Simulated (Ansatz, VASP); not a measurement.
**One calculation of ZnF2, two programs**

```
Zn F
1.0
     4.79973    0.00000    0.00000
     0.00000    4.79973    0.00000
     0.00000    0.00000    3.17580
Zn F
2 4
Direct
  0.00000 0.00000 0.00000
  0.50000 0.50000 0.50000
  0.30438 0.30438 0.00000
  0.19562 0.80438 0.50000
  0.69562 0.69562 0.00000
  0.80438 0.19562 0.50000
```

Alike in both runs: functional PBE; k mesh 4 × 4 × 6; no spin polarisation.

Ansatz relaxed the structure, and its values are those at the end. VASP's run is a single point on that final structure, the one shown.

|  | VASP | Ansatz |
| --- | --- | --- |
| version | VASP 6.6.1 | Ansatz 0.2.0 |
| potentials or method | VASP PAW PBE potentials, release 64 (Zn, F) | PAW with Ansatz's default frozen-core files, scalar-relativistic |
| plane-wave cutoff (eV) | 600 | 420 |
| occupations | methfessel-paxton of order 1, width 0.15 eV | cold, width 0.15 eV |
| valence electrons in the cell | 52 | 52 |

```tsv
	VASP	Ansatz	Ansatz less VASP
gap on the k mesh at the Fermi level (eV)	3.46	3.52	+0.065
pressure (GPa)	0.3	0.0	-0.31
rms of the force components (eV/Å)	0.007	0.000	-0.0070
```
